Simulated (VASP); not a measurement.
# Ta (Im-3m) in VASP: notebook, part 2 of 2

VASP 6.6.1. The steps go on from the part before.

### Step 4. Single point, LDA

This run uses another cell than the first one, of 18.13 Å³/atom, 0.971 times its volume.

File INCAR:

```
PREC = Accurate
ENCUT = 520
EDIFF = 1E-6
ISMEAR = -1
SIGMA = 0.05
LREAL = False
LASPH = True
NELM = 60
ALGO = Normal
ISIF = 2
LWAVE = False
LCHARG = False
GGA = CA
NBANDS = 12
```

File KPOINTS:

```
Automatic mesh
0
Gamma
  14 14 14
```

File POSCAR:

```
Ta
1.0
   -1.6549278069      1.6549278069      1.6549278069
    1.6549278069     -1.6549278069      1.6549278069
    1.6549278069      1.6549278069     -1.6549278069
Ta
1
Direct
    0.0000000000      0.0000000000      0.0000000000
```

Potentials or basis: VASP PAW LDA potentials, release 64 (Ta_pv).

Started as:

```sh
$ cat potpaw_LDA.64/Ta_pv/POTCAR > POTCAR
$ mpirun -np 1 vasp_std > vasp.out
```

OUTCAR:

```text
PREC = Accurate
   ENCUT = 520
   EDIFF = 1E-6
   ISMEAR = -1
   LREAL = False
   LASPH = True
   NELM = 60
   ISIF = 2
   GGA = CA

 ion  position               nearest neighbor table
   1  0.000  0.000  0.000-

  LATTYP: Found a body centered cubic cell.
 ALAT       =     3.3098556138

  Lattice vectors:

 A1 = (  -1.6549278069,   1.6549278069,   1.6549278069)
 A2 = (   1.6549278069,  -1.6549278069,   1.6549278069)
 A3 = (   1.6549278069,   1.6549278069,  -1.6549278069)

Analysis of symmetry for initial positions (statically):
=====================================================================
 Subroutine PRICEL returns:
 Original cell was already a primitive cell.

 Routine SETGRP: Setting up the symmetry group for a
 body centered cubic supercell.

 Subroutine GETGRP returns: Found 48 space group operations
 (whereof 48 operations were pure point group operations)
 out of a pool of 48 trial point group operations.

The static configuration has the point symmetry O_h .

[... 155 lines left out ...]

  energy without entropy =      -12.80290930  energy(sigma->0) =      -12.80744128

 E-fermi :   5.3283     XC(G=0): -12.7637

 val. band max:        5.3144541912   @ k =   0.0714   0.0714   0.0714
 cond. band min:       5.3292475567   @ k =  -0.2857   0.2857   0.1429
 fundamental gap:      0.0147933655
 Fermi energy:         5.3283089817

 k-point     1 :       0.0000    0.0000    0.0000
  band No.  band energies     occupation
      1     -27.5865      2.00000
      2     -27.5865      2.00000
      3     -27.5865      2.00000
      4      -2.4721      2.00000
      5       6.0116      0.00000
      6       6.0116      0.00000
      7       6.0116      0.00000
      8       9.2460      0.00000
      9       9.2460      0.00000
     10      19.0026      0.00000
     11      20.3924      0.00000
     12      20.3924      0.00000
[... 331 lines left out ...]
 k-point    24 :       0.3571    0.2857   -0.0000
  band No.  band energies     occupation
      1     -28.4856      2.00000
      2     -28.3068      2.00000
      3     -27.7334      2.00000
      4       2.7959      2.00000
      5       4.1150      2.00000
      6       4.6860      1.99999
      7       9.4688      0.00000
      8      10.0365      0.00000
      9      14.1712      0.00000
     10      16.3747      0.00000
     11      18.1773      0.00000
     12      19.0076      0.00000

 [... further k-points ...]
[... 5 lines left out ...]
  --------------------------------------------------------------------------------------
  -------------------------------------------------------------------------------------
  Total       -1.0550616     -1.0550616     -1.0550616      0.0000000     -0.0000000     -0.0000000
  in kB      -93.2376375    -93.2376375    -93.2376375      0.0000000     -0.0000000     -0.0000000
  external PRESSURE =     -93.2376375 kB  Pullay stress =       0.0000000 kB

 VOLUME and BASIS-vectors are now :
 -----------------------------------------------------------------------------
  energy-cutoff  :      520.00
  volume of cell :       18.13
      direct lattice vectors                 reciprocal lattice vectors
    -1.654927807  1.654927807  1.654927807     0.000000000  0.302127983  0.302127983
     1.654927807 -1.654927807  1.654927807     0.302127983  0.000000000  0.302127983
     1.654927807  1.654927807 -1.654927807     0.302127983  0.302127983  0.000000000

 POSITION                                       TOTAL-FORCE (eV/Angst)
 -----------------------------------------------------------------------------------
      0.00000      0.00000      0.00000         0.000000      0.000000      0.000000
 -----------------------------------------------------------------------------------
    total drift:                               -0.000000      0.000000      0.000000

  FREE ENERGIE OF THE ION-ELECTRON SYSTEM (eV)
  ---------------------------------------------------
  free  energy   TOTEN  =       -12.8119732538 eV

  energy  without entropy=      -12.8029092982  energy(sigma->0) =      -12.80744128
```

OSZICAR:

```text
N       E                     dE             d eps       ncg     rms          rms(c)
DAV:   1     0.605874731782E+02    0.60587E+02   -0.60987E+03  2524   0.872E+02
DAV:   2    -0.122466588011E+02   -0.72834E+02   -0.71003E+02  2872   0.245E+02
DAV:   3    -0.133113966564E+02   -0.10647E+01   -0.10549E+01  2940   0.276E+01
DAV:   4    -0.133141655988E+02   -0.27689E-02   -0.27668E-02  2804   0.159E+00
DAV:   5    -0.133141745890E+02   -0.89902E-05   -0.89907E-05  2916   0.855E-02    0.133E+01
DAV:   6    -0.129288885198E+02    0.38529E+00   -0.31361E-01  2876   0.568E+00    0.628E+00
DAV:   7    -0.128142071106E+02    0.11468E+00   -0.24696E-01  2848   0.469E+00    0.331E-01
DAV:   8    -0.128120012808E+02    0.22058E-02   -0.40704E-03  2672   0.656E-01    0.790E-02
DAV:   9    -0.128119740520E+02    0.27229E-04   -0.72270E-05  2904   0.868E-02    0.249E-02
DAV:  10    -0.128119732538E+02    0.79823E-06   -0.40105E-06  2652   0.209E-02
   1 F= -.12811973E+02 E0= -.12807441E+02  d E =-.906396E-02
```

It took 13 s on 1 thread of Intel Xeon 6975P-C, shared host; peak memory 0.14 GiB.

Results:

```yaml
Free_energy: -12.8120 eV
Pressure: -9.3 GPa
```

Caveat: spin-orbit coupling is left out, which moves the levels of the heavy elements.

### Step 5. Single point, LDA

This run uses another cell than the first one, of 18.13 Å³/atom, 0.971 times its volume.

File INCAR:

```
PREC = Accurate ; ENCUT = 520
EDIFF = 1E-6 ; ISMEAR = -1
SIGMA = 0.05 ; LREAL = F
LASPH = T ; NELM = 100
ALGO = Normal ; ISIF = 2
LWAVE = F ; LCHARG = F
NBANDS = 12
```

File KPOINTS:

```
regular mesh
0
Gamma
  14 14 14
```

POSCAR is that of step 4.

Potentials or basis: VASP PAW LDA potentials, release 64 (Ta_pv).

Started as:

```sh
$ cat potpaw_LDA.64/Ta_pv/POTCAR > POTCAR
$ mpirun -np 1 vasp_std > vasp.out
```

OUTCAR:

```text
PREC = Accurate
   ENCUT = 520
   EDIFF = 1E-6
   ISMEAR = -1
   LREAL = F
   LASPH = T
   NELM = 100
   ISIF = 2

 ion  position               nearest neighbor table
   1  0.000  0.000  0.000-

  LATTYP: Found a body centered cubic cell.
 ALAT       =     3.3098556138

  Lattice vectors:

 A1 = (  -1.6549278069,   1.6549278069,   1.6549278069)
 A2 = (   1.6549278069,  -1.6549278069,   1.6549278069)
 A3 = (   1.6549278069,   1.6549278069,  -1.6549278069)

Analysis of symmetry for initial positions (statically):
=====================================================================
 Subroutine PRICEL returns:
 Original cell was already a primitive cell.

 Routine SETGRP: Setting up the symmetry group for a
 body centered cubic supercell.

 Subroutine GETGRP returns: Found 48 space group operations
 (whereof 48 operations were pure point group operations)
 out of a pool of 48 trial point group operations.

The static configuration has the point symmetry O_h .

Analysis of symmetry for dynamics (positions and initial velocities):
=====================================================================
 Subroutine PRICEL returns:
[... 159 lines left out ...]
 fundamental gap:      0.0147933655
 Fermi energy:         5.3283089817

 k-point     1 :       0.0000    0.0000    0.0000
  band No.  band energies     occupation
      1     -27.5865      2.00000
      2     -27.5865      2.00000
      3     -27.5865      2.00000
      4      -2.4721      2.00000
      5       6.0116      0.00000
      6       6.0116      0.00000
      7       6.0116      0.00000
      8       9.2460      0.00000
      9       9.2460      0.00000
     10      19.0026      0.00000
     11      20.3924      0.00000
     12      20.3924      0.00000
[... 331 lines left out ...]
 k-point    24 :       0.3571    0.2857   -0.0000
  band No.  band energies     occupation
      1     -28.4856      2.00000
      2     -28.3068      2.00000
      3     -27.7334      2.00000
      4       2.7959      2.00000
      5       4.1150      2.00000
      6       4.6860      1.99999
      7       9.4688      0.00000
      8      10.0365      0.00000
      9      14.1712      0.00000
     10      16.3747      0.00000
     11      18.1773      0.00000
     12      19.0076      0.00000

 [... further k-points ...]
[... 5 lines left out ...]
  --------------------------------------------------------------------------------------
  -------------------------------------------------------------------------------------
  Total       -1.0550616     -1.0550616     -1.0550616      0.0000000     -0.0000000     -0.0000000
  in kB      -93.2376375    -93.2376375    -93.2376375      0.0000000     -0.0000000     -0.0000000
  external PRESSURE =     -93.2376375 kB  Pullay stress =       0.0000000 kB

 VOLUME and BASIS-vectors are now :
 -----------------------------------------------------------------------------
  energy-cutoff  :      520.00
  volume of cell :       18.13
      direct lattice vectors                 reciprocal lattice vectors
    -1.654927807  1.654927807  1.654927807     0.000000000  0.302127983  0.302127983
     1.654927807 -1.654927807  1.654927807     0.302127983  0.000000000  0.302127983
     1.654927807  1.654927807 -1.654927807     0.302127983  0.302127983  0.000000000

 POSITION                                       TOTAL-FORCE (eV/Angst)
 -----------------------------------------------------------------------------------
      0.00000      0.00000      0.00000         0.000000      0.000000      0.000000
 -----------------------------------------------------------------------------------
    total drift:                               -0.000000      0.000000      0.000000

  FREE ENERGIE OF THE ION-ELECTRON SYSTEM (eV)
  ---------------------------------------------------
  free  energy   TOTEN  =       -12.8119732538 eV

  energy  without entropy=      -12.8029092982  energy(sigma->0) =      -12.80744128
```

OSZICAR:

```text
N       E                     dE             d eps       ncg     rms          rms(c)
DAV:   1     0.605874731782E+02    0.60587E+02   -0.60987E+03  2524   0.872E+02
DAV:   2    -0.122466588011E+02   -0.72834E+02   -0.71003E+02  2872   0.245E+02
DAV:   3    -0.133113966564E+02   -0.10647E+01   -0.10549E+01  2940   0.276E+01
DAV:   4    -0.133141655988E+02   -0.27689E-02   -0.27668E-02  2804   0.159E+00
DAV:   5    -0.133141745890E+02   -0.89902E-05   -0.89907E-05  2916   0.855E-02    0.133E+01
DAV:   6    -0.129288885198E+02    0.38529E+00   -0.31361E-01  2876   0.568E+00    0.628E+00
DAV:   7    -0.128142071106E+02    0.11468E+00   -0.24696E-01  2848   0.469E+00    0.331E-01
DAV:   8    -0.128120012808E+02    0.22058E-02   -0.40704E-03  2672   0.656E-01    0.790E-02
DAV:   9    -0.128119740520E+02    0.27229E-04   -0.72270E-05  2904   0.868E-02    0.249E-02
DAV:  10    -0.128119732538E+02    0.79823E-06   -0.40105E-06  2652   0.209E-02
   1 F= -.12811973E+02 E0= -.12807441E+02  d E =-.906396E-02
```

It took 12 s on 1 thread of Intel Xeon 6975P-C, shared host; peak memory 0.14 GiB.

What came out:

| Property | Result |
| --- | --- |
| Free energy | -12.8120 eV |
| Pressure | -9.3 GPa |

Caveat: spin-orbit coupling is left out, which moves the levels of the heavy elements.

### Step 6. Summary

```csv
cell,gap on the mesh (eV),pressure (GPa)
"a = 2.895 Å, angles 109.5°, 1 atom",none,-14.5
"a = 2.923 Å, angles 109.5°, 1 atom",none,-19.0
"a = 2.866 Å, angles 109.5°, 1 atom",none,-9.3
```

Alike in all rows: task single point; level LDA; potentials or basis VASP PAW LDA potentials, release 64 (Ta_pv); no spin polarisation; k mesh 14 × 14 × 14; cutoff (eV) 520; smearing fermi-dirac 0.05 eV.

Caveats: spin-orbit coupling is left out, which moves the levels of the heavy elements.

Absolute energies hang on the potentials; compare differences alone.
